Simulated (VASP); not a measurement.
# Ir (Fm-3m) in VASP: notebook

The runs below take Ir through single point, with PBEsol.

All numbers are computed with VASP 6.6.1; they aren't measurements. Logs are shortened: lines on timing, memory, paths and dates and some standing lists are left out, and cuts for length are marked.

### 1 The cell of the first run

It takes space group Fm-3m (No. 225, cubic). Conventional cell: a = 3.726 Å, b = 3.726 Å, c = 3.726 Å, α = 90.00°, β = 90.00°, γ = 90.00°. Ir (site symmetry m-3m) has 12 Ir at 2.63 Å within 3.5 Å.

### 2 Single point, PBEsol

INCAR

```
SYSTEM = Ir
PREC = Accurate
ENCUT = 500
EDIFF = 1E-6
ISMEAR = 1
SIGMA = 0.1
LREAL = .FALSE.
LASPH = .TRUE.
NELM = 120
ALGO = Normal
ISIF = 2
LWAVE = .FALSE.
LCHARG = .FALSE.
GGA = PS
NBANDS = 10
GGA_COMPAT = .FALSE.
```

KPOINTS

```
regular mesh
0
G
  13 13 13
  0 0 0
```

POSCAR

```
Ir
1.0
    0.0000000000      1.8630911555      1.8630911555
    1.8630911555      0.0000000000      1.8630911555
    1.8630911555      1.8630911555      0.0000000000
Ir
1
Direct
    0.0000000000      0.0000000000      0.0000000000
```

Potentials or basis: VASP PAW PBE potentials, release 64 (Ir).

Run with:

```bash
$ cat potpaw_PBE.64/Ir/POTCAR > POTCAR
$ mpirun -np 1 vasp_std > vasp.out
```

OUTCAR:

```text
SYSTEM = Ir
   PREC = Accurate
   ENCUT = 500
   EDIFF = 1E-6
   ISMEAR = 1
   LREAL = .FALSE.
   LASPH = .TRUE.
   NELM = 120
   ISIF = 2
   GGA = PS

 ion  position               nearest neighbor table
   1  0.000  0.000  0.000-

  LATTYP: Found a face centered cubic cell.
 ALAT       =     3.7261823110

  Lattice vectors:

 A1 = (   0.0000000000,   1.8630911555,   1.8630911555)
 A2 = (   1.8630911555,   0.0000000000,   1.8630911555)
 A3 = (   1.8630911555,   1.8630911555,   0.0000000000)

Analysis of symmetry for initial positions (statically):
=====================================================================
 Subroutine PRICEL returns:
 Original cell was already a primitive cell.

 Routine SETGRP: Setting up the symmetry group for a
 face centered cubic supercell.

 Subroutine GETGRP returns: Found 48 space group operations
 (whereof 48 operations were pure point group operations)
 out of a pool of 48 trial point group operations.

The static configuration has the point symmetry O_h .

Analysis of symmetry for dynamics (positions and initial velocities):
=====================================================================
 Subroutine PRICEL returns:
 Original cell was already a primitive cell.

 Routine SETGRP: Setting up the symmetry group for a
 face centered cubic supercell.

 Subroutine GETGRP returns: Found 48 space group operations
 (whereof 48 operations were pure point group operations)
 out of a pool of 48 trial point group operations.

The dynamic configuration has the point symmetry O_h .

 Subroutine INISYM returns: Found 48 space group operations
 (whereof 48 operations are pure point group operations),
 and found     1 'primitive' translations

----------------------------------------------------------------------------------------

                                     Primitive cell

  volume of cell :      12.9340

  direct lattice vectors                    reciprocal lattice vectors
     0.000000000  1.863091156  1.863091156    -0.268371195  0.268371195  0.268371195
     1.863091156  0.000000000  1.863091156     0.268371195 -0.268371195  0.268371195
     1.863091156  1.863091156  0.000000000     0.268371195  0.268371195 -0.268371195

  length of vectors
     2.634808780  2.634808780  2.634808780     0.464832545  0.464832545  0.464832545

[... 75 lines left out ...]
   LASPH  =      T    aspherical Exc in radial PAW
   ENCUT  =  500.0 eV  36.75 Ry    6.06 a.u.   4.80  4.80  4.80*2*pi/ulx,y,z
   NELM   =    120;   NELMIN=  2; NELMDL= -5     # of ELM steps
   EDIFF  = 0.1E-05   stopping-criterion for ELM
   LREAL  =      F    real-space projection
   EDIFFG = 0.1E-04   stopping-criterion for IOM
   NSW    =      0    number of steps for IOM
   IBRION =     -1    ionic relax: 0-MD 1-quasi-New 2-CG
   NFREE  =      0    steps in history (QN), initial steepest desc. (CG)
   ISIF   =      2    stress and relaxation
   ISYM   =      2    0-nonsym 1-usesym 2-fastsym
   POTIM  = 0.5000    time-step for ionic-motion
   TEBEG  =    0.0;   TEEND  =   0.0 temperature during run
   PSTRESS=    0.0 pullay stress
   NELECT =       9.0000    total number of electrons
   NUPDOWN=      -1.0000    fix difference up-down
   EMIN   =  10.00;   EMAX   =-10.00  energy-range for DOS
   EFERMI =   0.00;   METHOD = LEGACY
   ISMEAR =     1;   SIGMA  =   0.10  broadening in eV -4-tet -1-fermi 0-gaus
   EFERMI_NEDOS =   21; number of points for ismear=-14 and -15
   IALGO  =     38    algorithm
   IMIX   =      4    mixing-type and parameters
     AMIX     =   0.40;   BMIX     =  1.00
     AMIX_MAG =   1.60;   BMIX_MAG =  1.00
  volume/ion in A,a.u.               =      12.93        87.28
  Fermi-wavevector in a.u.,A,eV,Ry     =   1.450702  2.741429 28.633957  2.104537
  Thomas-Fermi vector in A             =   2.568284
   LORBIT       =      0    0 simple, 1 ext, 2 COOP (PROOUT), +10 PAW based schemes
   GGA     = PS    functional components
   LHFCALC =     F    Hartree Fock is set to
   AEXX    =    0.0000 exact exchange contribution
   IVDW    =     0    specifies the selected vdW correction
   LEPSILON=     F    determine dielectric tensor
   LRPA    =     F    only Hartree local field effects (RPA)
 non-spin polarized calculation
 Methfessel and Paxton  Order N= 1 SIGMA  =   0.10
  energy-cutoff  :      500.00
  volume of cell :       12.93
 maximum number of plane-waves:       335
   NGX =  9   NGY =  9   NGZ =  9

 number of electron       8.9999999 magnetization

 Free energy of the ion-electron system (eV)
  ---------------------------------------------------
  ext. energy  EPLUGINS =         0.00000000
  ---------------------------------------------------
  free energy    TOTEN  =        -9.67276043 eV

  energy without entropy =       -9.67301233  energy(sigma->0) =       -9.67284439

 E-fermi :  11.8928     XC(G=0): -14.6318

 val. band max:       11.8502746646   @ k =  -0.3077   0.3077   0.0769
 cond. band min:      11.9419338913   @ k =   0.4615   0.1538   0.0769
 fundamental gap:      0.0916592267
 Fermi energy:        11.8928406581

 k-point     1 :       0.0000    0.0000    0.0000
  band No.  band energies     occupation
      1      -0.3117      2.00000
      2       7.4065      2.00000
      3       7.4065      2.00000
      4       7.4065      2.00000
      5      10.5373      2.00000
      6      10.5373      2.00000
      7      25.9763      0.00000
      8      32.1033      0.00000
      9      32.1033      0.00000
     10      32.1033      0.00000
[... 287 lines left out ...]
 k-point    24 :       0.4615    0.1538    0.0000
  band No.  band energies     occupation
      1       3.5864      2.00000
      2       6.5398      2.00000
      3       7.7960      2.00000
      4       8.3090      2.00000
      5      13.0514     -0.00000
      6      14.2677      0.00000
      7      21.3333      0.00000
      8      27.6609      0.00000
      9      31.2342      0.00000
     10      32.7238      0.00000

 [... further k-points ...]
[... 5 lines left out ...]
  --------------------------------------------------------------------------------------
  -------------------------------------------------------------------------------------
  Total        3.3452726      3.3452726      3.3452726      0.0000000      0.0000000      0.0000000
  in kB      414.3905030    414.3905030    414.3905030      0.0000000      0.0000000      0.0000000
  external PRESSURE =     414.3905030 kB  Pullay stress =       0.0000000 kB

 VOLUME and BASIS-vectors are now :
 -----------------------------------------------------------------------------
  energy-cutoff  :      500.00
  volume of cell :       12.93
      direct lattice vectors                 reciprocal lattice vectors
     0.000000000  1.863091156  1.863091156    -0.268371195  0.268371195  0.268371195
     1.863091156  0.000000000  1.863091156     0.268371195 -0.268371195  0.268371195
     1.863091156  1.863091156  0.000000000     0.268371195  0.268371195 -0.268371195

 POSITION                                       TOTAL-FORCE (eV/Angst)
 -----------------------------------------------------------------------------------
      0.00000      0.00000      0.00000         0.000000     -0.000000      0.000000
 -----------------------------------------------------------------------------------
    total drift:                                0.000000      0.000000     -0.000000

  FREE ENERGIE OF THE ION-ELECTRON SYSTEM (eV)
  ---------------------------------------------------
  free  energy   TOTEN  =        -9.6727604257 eV

  energy  without entropy=       -9.6730123292  energy(sigma->0) =       -9.67284439
```

OSZICAR:

```text
N       E                     dE             d eps       ncg     rms          rms(c)
DAV:   1     0.480484794457E+02    0.48048E+02   -0.43776E+03  1680   0.807E+02
DAV:   2    -0.941176944743E+01   -0.57460E+02   -0.54720E+02  1716   0.201E+02
DAV:   3    -0.102417271950E+02   -0.82996E+00   -0.82898E+00  1942   0.293E+01
DAV:   4    -0.102492644472E+02   -0.75373E-02   -0.75359E-02  1928   0.262E+00
DAV:   5    -0.102494079317E+02   -0.14348E-03   -0.14348E-03  1970   0.332E-01    0.202E+01
DAV:   6    -0.978962305001E+01    0.45978E+00   -0.66283E-01  1914   0.101E+01    0.872E+00
DAV:   7    -0.968023258697E+01    0.10939E+00   -0.27346E-01  2076   0.596E+00    0.144E+00
DAV:   8    -0.967656904303E+01    0.36635E-02   -0.19264E-03  1824   0.504E-01    0.980E-01
DAV:   9    -0.967276391201E+01    0.38051E-02   -0.23102E-03  1864   0.706E-01    0.368E-02
DAV:  10    -0.967275856724E+01    0.53448E-05   -0.13189E-05  2444   0.366E-02    0.120E-02
DAV:  11    -0.967276045746E+01   -0.18902E-05   -0.98223E-07  1422   0.593E-03    0.968E-04
DAV:  12    -0.967276042572E+01    0.31745E-07   -0.25344E-08   906   0.168E-03
   1 F= -.96727604E+01 E0= -.96728444E+01  d E =0.251903E-03
```

It took 6.2 s on 1 thread of Intel Xeon Platinum 8375C at 2.90GHz (Ice Lake), shared host; peak memory 0.13 GiB.

Results:

| Item | Value |
| --- | --- |
| Free energy | -9.6728 eV |
| Pressure | 41.4 GPa |

Levels at points of the mesh, in eV from the Fermi level:
```csv
k point,band 1,band 2,band 3,band 4,band 5,band 6,band 7,band 8
"(0.00, 0.00, 0.00)",-12.20,-4.49,-4.49,-4.49,-1.36,-1.36,14.08,20.21
```

Caveat: the PAW data sets were made with another functional, which shifts forces and pressure a little; spin-orbit coupling is left out, which moves the levels of the heavy elements.

### 3 Single point, PBEsol

This run uses another cell than the first one, of 13.50 Å³/atom, 1.043 times its volume.

INCAR

```
SYSTEM = Ir
PREC = Accurate
ENCUT = 500
EDIFF = 1E-6
ISMEAR = 1
SIGMA = 0.1
LREAL = .False.
LASPH = .True.
NELM = 120
ALGO = Normal
ISIF = 2
LWAVE = .False.
LCHARG = .False.
GGA = PS
NBANDS = 10
GGA_COMPAT = .False.
```

KPOINTS

```
regular mesh
0
Gamma
  13 13 13
  0 0 0
```

POSCAR

```
Ir
1.0
    0.0000000000      1.8897103398      1.8897103398
    1.8897103398      0.0000000000      1.8897103398
    1.8897103398      1.8897103398      0.0000000000
Ir
1
Direct
    0.0000000000      0.0000000000      0.0000000000
```

Potentials or basis: VASP PAW PBE potentials, release 64 (Ir).

Run with:

```bash
$ cat potpaw_PBE.64/Ir/POTCAR > POTCAR
$ mpirun -np 1 vasp_std > vasp.out
```

Run time: 6.3 s. Hardware: 1 thread of Intel Xeon Platinum 8375C at 2.90GHz (Ice Lake), shared host; peak memory 0.13 GiB.

The run converged. Its results:

```yaml
Free_energy: -9.7771 eV
Pressure: 18.7 GPa
```

Levels at points of the mesh, in eV from the Fermi level:
```
           k point  band 1  band 2  band 3  band 4  band 5  band 6  band 7  band 8
(0.00, 0.00, 0.00)  -11.72   -4.20   -4.20   -4.20   -1.27   -1.27   14.20   20.06
```

Caveat: the PAW data sets were made with another functional, which shifts forces and pressure a little; spin-orbit coupling is left out, which moves the levels of the heavy elements.

### 4 Single point, PBEsol

This run uses another cell than the first one, of 14.06 Å³/atom, 1.087 times its volume.

INCAR

```
SYSTEM = Ir
PREC = Accurate ; ENCUT = 500
EDIFF = 1E-6 ; ISMEAR = 1
SIGMA = 0.1 ; LREAL = .FALSE.
LASPH = .TRUE. ; NELM = 120
ALGO = Normal ; ISIF = 2
LWAVE = .FALSE. ; LCHARG = .FALSE.
GGA = PS ; NBANDS = 10
GGA_COMPAT = .FALSE.
```

KPOINTS

```
Automatic mesh
0
G
  13 13 13
  0 0 0
```

POSCAR

```
Ir
1.0
    0.0000000000      1.9156000000      1.9156000000
    1.9156000000      0.0000000000      1.9156000000
    1.9156000000      1.9156000000      0.0000000000
Ir
1
Direct
    0.0000000000      0.0000000000      0.0000000000
```

Potentials or basis: VASP PAW PBE potentials, release 64 (Ir).

Run with:

```bash
$ cat potpaw_PBE.64/Ir/POTCAR > POTCAR
$ mpirun -np 1 vasp_std > vasp.out
```

OUTCAR:

```text
SYSTEM = Ir
   PREC = Accurate
   ENCUT = 500
   EDIFF = 1E-6
   ISMEAR = 1
   LREAL = .FALSE.
   LASPH = .TRUE.
   NELM = 120
   ISIF = 2
   GGA = PS

 ion  position               nearest neighbor table
   1  0.000  0.000  0.000-

  LATTYP: Found a face centered cubic cell.
 ALAT       =     3.8312000000

  Lattice vectors:

 A1 = (   0.0000000000,   1.9156000000,   1.9156000000)
 A2 = (   1.9156000000,   0.0000000000,   1.9156000000)
 A3 = (   1.9156000000,   1.9156000000,   0.0000000000)

Analysis of symmetry for initial positions (statically):
=====================================================================
 Subroutine PRICEL returns:
 Original cell was already a primitive cell.

 Routine SETGRP: Setting up the symmetry group for a
 face centered cubic supercell.

 Subroutine GETGRP returns: Found 48 space group operations
 (whereof 48 operations were pure point group operations)
 out of a pool of 48 trial point group operations.

The static configuration has the point symmetry O_h .

Analysis of symmetry for dynamics (positions and initial velocities):
=====================================================================
 Subroutine PRICEL returns:
[... 156 lines left out ...]

 val. band max:       10.3267261749   @ k =  -0.3077   0.3077   0.0769
 cond. band min:      10.4088538794   @ k =   0.3077   0.2308   0.0000
 fundamental gap:      0.0821277045
 Fermi energy:        10.3643991230

 k-point     1 :       0.0000    0.0000    0.0000
  band No.  band energies     occupation
      1      -0.9035      2.00000
      2       6.4167      2.00000
      3       6.4167      2.00000
      4       6.4167      2.00000
      5       9.1626      2.00000
      6       9.1626      2.00000
      7      24.6592      0.00000
      8      30.2735      0.00000
      9      30.2735      0.00000
     10      30.2735      0.00000
[... 287 lines left out ...]
 k-point    24 :       0.4615    0.1538    0.0000
  band No.  band energies     occupation
      1       2.9094      2.00000
      2       5.6724      2.00000
      3       6.7079      2.00000
      4       7.2275      2.00000
      5      11.3510     -0.00000
      6      12.5146      0.00000
      7      19.0306      0.00000
      8      25.9592      0.00000
      9      28.8349      0.00000
     10      30.0975      0.00000

 [... further k-points ...]
[... 5 lines left out ...]
  --------------------------------------------------------------------------------------
  -------------------------------------------------------------------------------------
  Total        0.0788069      0.0788069      0.0788069      0.0000000      0.0000000      0.0000000
  in kB        8.9811177      8.9811177      8.9811177      0.0000000      0.0000000      0.0000000
  external PRESSURE =       8.9811177 kB  Pullay stress =       0.0000000 kB

 VOLUME and BASIS-vectors are now :
 -----------------------------------------------------------------------------
  energy-cutoff  :      500.00
  volume of cell :       14.06
      direct lattice vectors                 reciprocal lattice vectors
     0.000000000  1.915600000  1.915600000    -0.261014826  0.261014826  0.261014826
     1.915600000  0.000000000  1.915600000     0.261014826 -0.261014826  0.261014826
     1.915600000  1.915600000  0.000000000     0.261014826  0.261014826 -0.261014826

 POSITION                                       TOTAL-FORCE (eV/Angst)
 -----------------------------------------------------------------------------------
      0.00000      0.00000      0.00000         0.000000      0.000000      0.000000
 -----------------------------------------------------------------------------------
    total drift:                                0.000000      0.000000     -0.000000

  FREE ENERGIE OF THE ION-ELECTRON SYSTEM (eV)
  ---------------------------------------------------
  free  energy   TOTEN  =        -9.8106149578 eV

  energy  without entropy=       -9.8107574470  energy(sigma->0) =       -9.81066245
```

It took 6.3 s on 1 thread of Intel Xeon Platinum 8375C at 2.90GHz (Ice Lake), shared host; peak memory 0.13 GiB.

What came out:

```yaml
Free_energy: -9.8106 eV
Pressure: 0.9 GPa
```

Caveat: the PAW data sets were made with another functional, which shifts forces and pressure a little; spin-orbit coupling is left out, which moves the levels of the heavy elements.

(Continued in part 2 of 2.)
